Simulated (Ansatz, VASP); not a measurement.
# One calculation of TaN, two programs

INCAR

```
  PREC = Accurate
  ENCUT = 520
  EDIFF = 1E-8
  ISMEAR = -1
  SIGMA = 0.02
  LREAL = False
  LASPH = True
  NELM = 80
  ALGO = Normal
  ISIF = 2
  LWAVE = False
  LCHARG = False
  LEFG = True
  NBANDS = 15
```

KPOINTS

```
Automatic mesh
0
Gamma
  12 12 10
```

File POSCAR:

```
TaN
1.0
    2.9477597236      0.0000000000      0.0000000000
   -1.4738798618      2.5528348050      0.0000000000
    0.0000000000      0.0000000000      2.8925781435
Ta N
1 1
Direct
    0.3333333333      0.6666666667      0.5000000000
    0.0000000000      0.0000000000      0.0000000000
```

Input for Ansatz:

```yaml
crystal:
  lattice:
    - [2.9477597236, 0.0, 0.0]
    - [-1.4738798618, 2.552834805, 0.0]
    - [0.0, 0.0, 2.8925781435]
  atoms:
    - { symbol: Ta, position: [0.3333333333, 0.6666666667, 0.5] }
    - { symbol: "N", position: [0.0, 0.0, 0.0] }
kpoints:
  mp_grid: { grid: [12, 12, 10] }
scf:
  occupations: { method: fermi_dirac, width: 0.02 }
hamiltonian:
  xc: lda
  pseudopotentials: { kind: all_electron, datasets: crystal }
output:
  forces: true
  stress: true
  eigenvalues: true
  efg: { contact_densities: true }
```

Change from the starting cell: volume scaled by 1.01, crystal datasets.

Alike in both runs: task electric field gradients; functional LDA; k mesh 12 × 12 × 10; occupations fermi-dirac, width 0.02 eV; no spin polarisation.

|  | VASP | Ansatz |
| --- | --- | --- |
| version | VASP 6.6.1 | Ansatz 0.2.0 |
| potentials or method | VASP PAW LDA potentials, release 64 (Ta_pv, N), cutoff 520 eV | all-electron PAW with datasets made for the crystal, scalar-relativistic |

Ansatz gave:

```
pressure (GPa)                                                : -14.7
traceless stress, the component that is largest in VASP (GPa) : -1.31
size of Vzz on the site where it differs most (V/Å²)          : 59.3
```

Question: Estimate VASP's values.

Answer: Pressure (GPa): -13.1; traceless stress, the component that is largest in VASP (GPa): -1.17; size of Vzz on the site where it differs most (V/Å²): 19.6.

LDA's correlation is that of Perdew and Zunger in VASP and of Perdew and Wang (1992) in Ansatz. Ansatz ran all-electron here, and VASP with PAW potentials.

Neither program's run includes spin-orbit coupling.
